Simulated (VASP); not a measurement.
# Pt (P-3m1) in VASP: single point with PBEsol

Aim: the single point of Pt with PBEsol.

All numbers are computed with VASP 6.6.1; they aren't measurements. Logs are shortened: lines on timing, memory, paths and dates and some standing lists are left out, and cuts for length are marked.

## Step 1: The cell of the first run

The structure is trigonal, space group P-3m1 (No. 164). The conventional cell has a = 2.769 Å, b = 2.769 Å, c = 13.415 Å, α = 90.00°, β = 90.00°, γ = 120.00°. Pt (site symmetry 3m) has 12 Pt at 2.65 to 2.77 Å within 3.5 Å. Pt (site symmetry 3m) has 12 Pt at 2.77 Å within 3.6 Å. Pt (site symmetry 3m) has 12 Pt at 2.77 Å within 3.6 Å.

## Step 2: Single point, PBEsol (the distance across one plane changed)

Input file INCAR:

```
SYSTEM = Pt
ALGO = Fast
EDIFF = 1E-7
ENCUT = 520
GGA = PS
ISIF = 2
ISMEAR = 0
LASPH = .TRUE.
LCHARG = .TRUE.
LELF = .TRUE.
LREAL = .FALSE.
LVHAR = .TRUE.
LWAVE = .FALSE.
NBANDS = 39
NELM = 60
PREC = Accurate
SIGMA = 0.15
```

Input file KPOINTS:

```
k-points
0
G
  19 19 4
  0 0 0
```

Input file POSCAR:

```
Pt
1.0
    1.9579000000     -1.9579000000      0.0000000000
    1.9579000000      0.0000000000     -1.9579000000
    7.7449974596      7.7449974596      7.7449974596
Pt
6
Direct
    0.6666666667      0.6666666667      0.0842482919
    0.0000000000      0.0000000000      0.9268997411
    0.3333333333      0.3333333333      0.2527785817
    0.6666666667      0.6666666667      0.5898391614
    0.0000000000      0.0000000000      0.4213088716
    0.3333333333      0.3333333333      0.7583694512
```

Potentials or basis: VASP PAW PBE potentials, release 64 (Pt).

Command:

```bash
cat potpaw_PBE.64/Pt/POTCAR > POTCAR
mpirun -np 1 vasp_std > vasp.out
```

OUTCAR:

```text
SYSTEM = Pt
   EDIFF = 1E-7
   ENCUT = 520
   GGA = PS
   ISIF = 2
   ISMEAR = 0
   LASPH = .TRUE.
   LREAL = .FALSE.
   NELM = 60
   PREC = Accurate

 ion  position               nearest neighbor table
   1  0.667  0.667  0.084-   2 2.65   2 2.65   2 2.65   3 2.77   3 2.77   3 2.77
   2  0.000  0.000  0.927-   1 2.65   1 2.65   1 2.65   6 2.77   6 2.77   6 2.77
   3  0.333  0.333  0.253-   1 2.77   1 2.77   1 2.77   5 2.77   5 2.77   5 2.77
   4  0.667  0.667  0.590-   6 2.77   6 2.77   5 2.77   5 2.77   5 2.77   6 2.77
   5  0.000  0.000  0.421-   4 2.77   4 2.77   4 2.77   3 2.77   3 2.77   3 2.77
   6  0.333  0.333  0.758-   4 2.77   4 2.77   4 2.77   2 2.77   2 2.77   2 2.77

  LATTYP: Found a hexagonal cell.
 ALAT       =     2.7688887338
 C/A-ratio  =     4.8448061278

  Lattice vectors:

 A1 = (  -1.9579000000,   0.0000000000,   1.9579000000)
 A2 = (   1.9579000000,  -1.9579000000,  -0.0000000000)
 A3 = (   7.7449974596,   7.7449974596,   7.7449974596)

Analysis of symmetry for initial positions (statically):
=====================================================================
 Subroutine PRICEL returns:
 Original cell was already a primitive cell.

 Routine SETGRP: Setting up the symmetry group for a
 hexagonal supercell.

 Subroutine GETGRP returns: Found 12 space group operations
 (whereof  6 operations were pure point group operations)
 out of a pool of 24 trial point group operations.

The static configuration has the point symmetry C_3v.
 The point group associated with its full space group is D_3d.

Analysis of symmetry for dynamics (positions and initial velocities):
=====================================================================
 Subroutine PRICEL returns:
 Original cell was already a primitive cell.

 Routine SETGRP: Setting up the symmetry group for a
 hexagonal supercell.

 Subroutine GETGRP returns: Found 12 space group operations
 (whereof  6 operations were pure point group operations)
 out of a pool of 24 trial point group operations.

The dynamic configuration has the point symmetry C_3v.
 The point group associated with its full space group is D_3d.

 Subroutine INISYM returns: Found 12 space group operations
 (whereof  6 operations are pure point group operations),
 and found     1 'primitive' translations

----------------------------------------------------------------------------------------

                                     Primitive cell

  volume of cell :      89.0684

  direct lattice vectors                    reciprocal lattice vectors
     1.957900000 -1.957900000  0.000000000     0.170250438 -0.340500877  0.170250438
     1.957900000  0.000000000 -1.957900000     0.170250438  0.170250438 -0.340500877
     7.744997460  7.744997460  7.744997460     0.043038534  0.043038534  0.043038534

  length of vectors
     2.768888734  2.768888734 13.414729105     0.417026703  0.417026703  0.074544927

  position of ions in fractional coordinates (direct lattice)
     0.666666667  0.666666667  0.084248292
     0.000000000  0.000000000  0.926899741
     0.333333333  0.333333333  0.252778582
     0.666666667  0.666666667  0.589839161
     0.000000000  0.000000000  0.421308872
     0.333333333  0.333333333  0.758369451

  ion indices of the primitive-cell ions
   primitive index   ion index
                 1           1
                 2           2
                 3           3
                 4           4
                 5           5
                 6           6

----------------------------------------------------------------------------------------

 KPOINTS: k-points

Automatic generation of k-mesh.
 Grid dimensions read from file:
 generate k-points for:   19   19    4

 Generating k-lattice:

  Cartesian coordinates                     Fractional coordinates (reciprocal lattice)
     0.008960549 -0.017921099  0.008960549     0.052631579  0.000000000  0.000000000
     0.008960549  0.008960549 -0.017921099     0.000000000  0.052631579  0.000000000
     0.010759633  0.010759633  0.010759633     0.000000000  0.000000000  0.250000000

  Length of vectors
     0.021948774  0.021948774  0.018636232

  Shift w.r.t. Gamma in fractional coordinates (k-lattice)
     0.000000000  0.000000000  0.000000000

 Subroutine IBZKPT returns following result:
 ===========================================

 Found    150 irreducible k-points:

 Following reciprocal coordinates:
            Coordinates               Weight
  0.000000  0.000000  0.000000      1.000000
  0.052632  0.000000  0.000000      6.000000
  0.105263  0.000000  0.000000      6.000000
  0.157895  0.000000  0.000000      6.000000
  0.210526  0.000000  0.000000      6.000000
  0.263158  0.000000  0.000000      6.000000
[... 16 lines left out ...]
  0.368421  0.105263  0.000000     12.000000
  0.421053  0.105263 -0.000000     12.000000
 [... further k-points ...]
   k-points           NKPTS =    150   k-points in BZ     NKDIM =    150   number of bands    NBANDS=     39
   number of dos      NEDOS =    301   number of ions     NIONS =      6
   total plane-waves  NPLWV =  57600
   dimension x,y,z NGX =    24 NGY =   24 NGZ =  100
   dimension x,y,z NGXF=    48 NGYF=   48 NGZF=  200
   ions per type =               6
   NGX,Y,Z   is equivalent  to a cutoff of  14.41, 14.41, 12.39 a.u.
   NGXF,Y,Z  is equivalent  to a cutoff of  28.82, 28.82, 24.79 a.u.
 SYSTEM =  Pt
   PREC   = accura    normal or accurate (medium, high low for compatibility)
   ISTART =      0    job   : 0-new  1-cont  2-samecut
   ICHARG =      2    charge: 1-file 2-atom 10-const
   ISPIN  =      1    spin polarized calculation?
   LNONCOLLINEAR =      F non collinear calculations
   LSORBIT =      F    spin-orbit coupling
   LASPH  =      T    aspherical Exc in radial PAW
   ENCUT  =  520.0 eV  38.22 Ry    6.18 a.u.   5.15  5.15 24.94*2*pi/ulx,y,z
   NELM   =     60;   NELMIN=  2; NELMDL= -5     # of ELM steps
   EDIFF  = 0.1E-06   stopping-criterion for ELM
   LREAL  =      F    real-space projection
   EDIFFG = 0.1E-05   stopping-criterion for IOM
   NSW    =      0    number of steps for IOM
   IBRION =     -1    ionic relax: 0-MD 1-quasi-New 2-CG
   NFREE  =      0    steps in history (QN), initial steepest desc. (CG)
   ISIF   =      2    stress and relaxation
   ISYM   =      2    0-nonsym 1-usesym 2-fastsym
   POTIM  = 0.5000    time-step for ionic-motion
   TEBEG  =    0.0;   TEEND  =   0.0 temperature during run
   PSTRESS=    0.0 pullay stress
   NELECT =      60.0000    total number of electrons
   NUPDOWN=      -1.0000    fix difference up-down
   EMIN   =  10.00;   EMAX   =-10.00  energy-range for DOS
   EFERMI =   0.00;   METHOD = LEGACY
   ISMEAR =     0;   SIGMA  =   0.15  broadening in eV -4-tet -1-fermi 0-gaus
   EFERMI_NEDOS =   21; number of points for ismear=-14 and -15
   IALGO  =     68    algorithm
   IMIX   =      4    mixing-type and parameters
     AMIX     =   0.40;   BMIX     =  1.00
     AMIX_MAG =   1.60;   BMIX_MAG =  1.00
  volume/ion in A,a.u.               =      14.84       100.18
  Fermi-wavevector in a.u.,A,eV,Ry     =   1.435106  2.711958 28.021607  2.059530
  Thomas-Fermi vector in A             =   2.554441
   LORBIT       =      0    0 simple, 1 ext, 2 COOP (PROOUT), +10 PAW based schemes
   GGA     = PS    functional components
   LHFCALC =     F    Hartree Fock is set to
   AEXX    =    0.0000 exact exchange contribution
   IVDW    =     0    specifies the selected vdW correction
   LEPSILON=     F    determine dielectric tensor
   LRPA    =     F    only Hartree local field effects (RPA)
 non-spin polarized calculation
 RMM-DIIS sequential band-by-band and
 Gauss-broadening in eV      SIGMA  =   0.15
  energy-cutoff  :      520.00
  volume of cell :       89.07
 maximum number of plane-waves:      2420
 NGX is ok and might be reduce to    24
   NGX = 11   NGY = 11   NGZ = 49

 number of electron      60.0000005 magnetization

 Free energy of the ion-electron system (eV)
  ---------------------------------------------------
  ext. energy  EPLUGINS =         0.00000000
  ---------------------------------------------------
  free energy    TOTEN  =       -41.75517434 eV

  energy without entropy =      -41.63298753  energy(sigma->0) =      -41.69408094

 E-fermi :  11.4036     XC(G=0): -13.7195

 val. band max:       11.4021034987   @ k =   0.4737   0.0526   0.2500
 cond. band min:      11.4042910866   @ k =  -0.4737   0.0526  -0.0000
 fundamental gap:      0.0021875879
 Fermi energy:        11.4036314574

 k-point     1 :       0.0000    0.0000    0.0000
  band No.  band energies     occupation
      1       0.8963      2.00000
      2       1.9428      2.00000
      3       2.1011      2.00000
      4       3.6600      2.00000
      5       3.7590      2.00000
      6       3.9281      2.00000
[... 31 lines left out ...]
     38      21.7721      0.00000
     39      22.1697      0.00000

 k-point     2 :       0.0526    0.0000    0.0000
  band No.  band energies     occupation
      1       0.9963      2.00000
      2       2.0370      2.00000
      3       2.1948      2.00000
      4       3.7539      2.00000
      5       3.8551      2.00000
      6       4.0194      2.00000
[... 31 lines left out ...]
     38      21.8193      0.00000
     39      22.2077      0.00000

 k-point     3 :       0.1053    0.0000    0.0000
  band No.  band energies     occupation
      1       1.2899      2.00000
      2       2.3097      2.00000
      3       2.4653      2.00000
      4       4.0199      2.00000
      5       4.1312      2.00000
      6       4.2813      2.00000
[... 31 lines left out ...]
     38      21.9465      0.00000
     39      22.3070      0.00000

 k-point     4 :       0.1579    0.0000    0.0000
  band No.  band energies     occupation
      1       1.7562      2.00000
      2       2.7263      2.00000
      3       2.8782      2.00000
      4       4.3872      2.00000
      5       4.5510      2.00000
      6       4.6745      2.00000
[... 31 lines left out ...]
     38      22.1108      0.00000
     39      22.4352      0.00000
[... 754 lines left out ...]
     38      21.9741      0.00000
     39      22.3874      0.00000

 k-point    23 :       0.3684    0.1053    0.0000
  band No.  band energies     occupation
      1       3.8462      2.00000
      2       4.1389      2.00000
      3       4.4479      2.00000
      4       4.8957      2.00000
      5       5.2280      2.00000
      6       5.4601      2.00000
[... 31 lines left out ...]
     38      20.4233      0.00000
     39      21.7535      0.00000

 k-point    24 :       0.4211    0.1053   -0.0000
  band No.  band energies     occupation
      1       4.0663      2.00000
      2       4.4359      2.00000
      3       4.5557      2.00000
      4       4.8180      2.00000
      5       4.9866      2.00000
      6       5.2638      2.00000
[... 31 lines left out ...]
     38      18.6348      0.00000
     39      19.9555      0.00000

 [... further k-points ...]

------------------------ aborting loop because EDIFF is reached ----------------------------------------

  FORCE on cell =-STRESS in cart. coord.  units (eV):
  Direction    XX          YY          ZZ          XY          YZ          ZX
  --------------------------------------------------------------------------------------
  -------------------------------------------------------------------------------------
  Total        2.3130832      2.3130832      2.3130832      0.3948128      0.3948128      0.3948128
  in kB       41.6081384     41.6081384     41.6081384      7.1019604      7.1019604      7.1019604
  external PRESSURE =      41.6081384 kB  Pullay stress =       0.0000000 kB

 VOLUME and BASIS-vectors are now :
 -----------------------------------------------------------------------------
  energy-cutoff  :      520.00
  volume of cell :       89.07
      direct lattice vectors                 reciprocal lattice vectors
     1.957900000 -1.957900000  0.000000000     0.170250438 -0.340500877  0.170250438
     1.957900000  0.000000000 -1.957900000     0.170250438  0.170250438 -0.340500877
     7.744997460  7.744997460  7.744997460     0.043038534  0.043038534  0.043038534

 POSITION                                       TOTAL-FORCE (eV/Angst)
 -----------------------------------------------------------------------------------
      3.26304     -0.65276     -0.65276         0.776182      0.776182      0.776182
      7.17884      7.17884      7.17884        -0.776182     -0.776182     -0.776182
      3.26304      1.30514      1.30514        -0.011796     -0.011796     -0.011796
      7.17884      3.26304      3.26304        -0.002437     -0.002437     -0.002437
      3.26304      3.26304      3.26304         0.002437      0.002437      0.002437
      7.17884      5.22094      5.22094         0.011796      0.011796      0.011796
 -----------------------------------------------------------------------------------
    total drift:                               -0.000003     -0.000003     -0.000003

  FREE ENERGIE OF THE ION-ELECTRON SYSTEM (eV)
  ---------------------------------------------------
  free  energy   TOTEN  =       -41.7551743430 eV

  energy  without entropy=      -41.6329875293  energy(sigma->0) =      -41.69408094
```

It took 5.1 min on 1 thread of Intel Xeon 6975P-C (Granite Rapids), shared host; peak memory 0.49 GiB.

Results:

* Free energy: -41.7552 eV
* Pressure: 4.2 GPa
* Largest force: 1.344 eV/Å
* Band gap on the k mesh: zero (bands 30 and 31 overlap by 1.97 eV)

Forces in eV/Å, atoms in the order of the input:
```
Pt   0.776  0.776  0.776
Pt  -0.776 -0.776 -0.776
Pt  -0.012 -0.012 -0.012
Pt  -0.002 -0.002 -0.002
Pt   0.002  0.002  0.002
Pt   0.012  0.012  0.012
```

Levels at points of the mesh, in eV from the Fermi level:
```csv
k point,band 27,band 28,band 29,band 30,band 31,band 32,band 33,band 34,band 35,band 36
"(0.00, 0.00, 0.00)",-1.78,-1.65,-1.65,-0.91,-0.91,-0.81,-0.81,-0.50,0.08,0.08
"(0.00, 0.00, 0.50)",-1.69,-1.59,-1.56,-1.56,-1.48,-1.48,-0.23,-0.23,-0.16,-0.16
```

Caveat: the cell differs from its parent crystal (the distance across one plane changed); the cell stands under pressure; the PAW data sets were made with another functional, which shifts forces and pressure a little; spin-orbit coupling is left out, which moves the levels of the heavy elements.
